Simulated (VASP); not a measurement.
Input of a VASP 6.6.1 run:

The input INCAR:

```
SYSTEM = MgO
  PREC = Accurate
  ENCUT = 600
  EDIFF = 1E-6
  ISMEAR = 0
  SIGMA = 0.02
  LREAL = .FALSE.
  LASPH = .TRUE.
  NELM = 120
  ALGO = Normal
  ISIF = 2
  LWAVE = .FALSE.
  LCHARG = .TRUE.
  LELF = .TRUE.
  LVHAR = .TRUE.
  NBANDS = 16
  GGA_COMPAT = .FALSE.
```

The input KPOINTS:

```
Automatic mesh
0
G
  8 8 6
  0 0 0
```

The input POSCAR:

```
MgO
1.0
    2.9420219319      0.0000000000      0.0000000000
    0.0000000000      2.9420219319      0.0000000000
    0.0000000000      0.0000000000      4.1606473400
Mg O
2 2
Direct
    0.0000000000      0.0000000000      0.0000000000
    0.5000000000      0.5000000000      0.5000000000
    0.5000000000      0.5000000000      0.0000000000
    0.0000000000      1.0000000000      0.5000000000
```

Potentials or basis: VASP PAW LDA potentials, release 64 (Mg, O).

The run is started by

```bash
$ cat potpaw_LDA.64/Mg/POTCAR potpaw_LDA.64/O/POTCAR > POTCAR
$ mpirun -np 1 vasp_std > vasp.out
```

Problem. Predict the band gap on the k mesh.

Solution. 5.03 eV.

Problem. Predict the pressure.

Solution. -2.2 GPa.

Expect the measured gap to be larger: semilocal functionals such as LDA lack the derivative discontinuity.
